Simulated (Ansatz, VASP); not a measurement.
## Two plane-wave programs on GaB

POSCAR

```
GaB
1.0
    2.7182400000      0.0000000000      0.0000000000
    0.0000000000      2.7182400000      0.0000000000
    0.0000000000      0.0000000000      3.2362100000
Ga B
1 1
Direct
    0.5000000000      0.5000000000      0.5000000000
    0.0000000000      0.0000000000      0.0000000000
```

File INCAR.step1:

```
  PREC = Accurate
  ENCUT = 600
  EDIFF = 1E-5
  ISMEAR = -1
  SIGMA = 0.05
  LREAL = F
  LASPH = T
  NELM = 100
  ALGO = Normal
  LWAVE = T
  LCHARG = F
  GGA = PE
  NBANDS = 15
```

File INCAR.step2:

```
  PREC = Accurate
  ENCUT = 600
  EDIFF = 1E-6
  ISMEAR = -1
  SIGMA = 0.05
  LREAL = F
  LASPH = T
  NELM = 100
  ALGO = Normal
  ISIF = 3
  LWAVE = F
  LCHARG = F
  GGA = PE
  LHFCALC = T
  HFSCREEN = 0.2079
  PRECFOCK = Normal
  IBRION = 2
  NSW = 60
  EDIFFG = -0.01
  ISTART = 1
```

KPOINTS

```
regular mesh
0
Gamma
  5 5 4
```

input

```
crystal:
  lattice:
    - [2.71824, 0.0, 0.0]
    - [0.0, 2.71824, 0.0]
    - [0.0, 0.0, 3.23621]
  atoms:
    - { symbol: Ga, position: [0.5, 0.5, 0.5] }
    - { symbol: B, position: [0.0, 0.0, 0.0] }
hamiltonian:
  xc: hse06
  pseudopotentials: { kind: paw }
kpoints:
  mp_grid: { grid: [5, 5, 4] }
scf:
  occupations: { method: fermi_dirac, width: 0.05 }
output:
  forces: true
  stress: true
  eigenvalues: true
relax:
  f_tol: 0.01
  max_steps: 40
  cell: { stress_tol: 0.05 }
```

Alike in both runs: task relaxation of cell and atoms; functional HSE06; k mesh 5 × 5 × 4; occupations fermi-dirac, width 0.05 eV; no spin polarisation.

|  | VASP | Ansatz |
| --- | --- | --- |
| version | VASP 6.6.1 | Ansatz 0.2.0 |
| potentials or method | VASP PAW PBE potentials, release 64 (Ga_d, B) | Ansatz PAW |
| plane-wave cutoff (eV) | 600 | 420 |
| valence electrons in the cell | 16 | 16 |

|  | VASP | Ansatz | Ansatz less VASP |
| --- | --- | --- | --- |
| gap on the k mesh at the Fermi level, each at its own relaxed structure (eV) | none | none | - |
| relaxed volume (Å³/atom) | 11.54 | 11.52 | -0.021 |
| relaxed cell length with the largest relative difference (Å) | 2.695 | 2.693 | -0.0018 |

A gap of «none» marks a metal or a gap that the smearing closes.

The k mesh is coarse, so the values compare programs but aren't converged. Noted on Ansatz's run: the plane-wave basis is chosen anew once the cell has moved, so the energies of steps on either side of that aren't comparable.
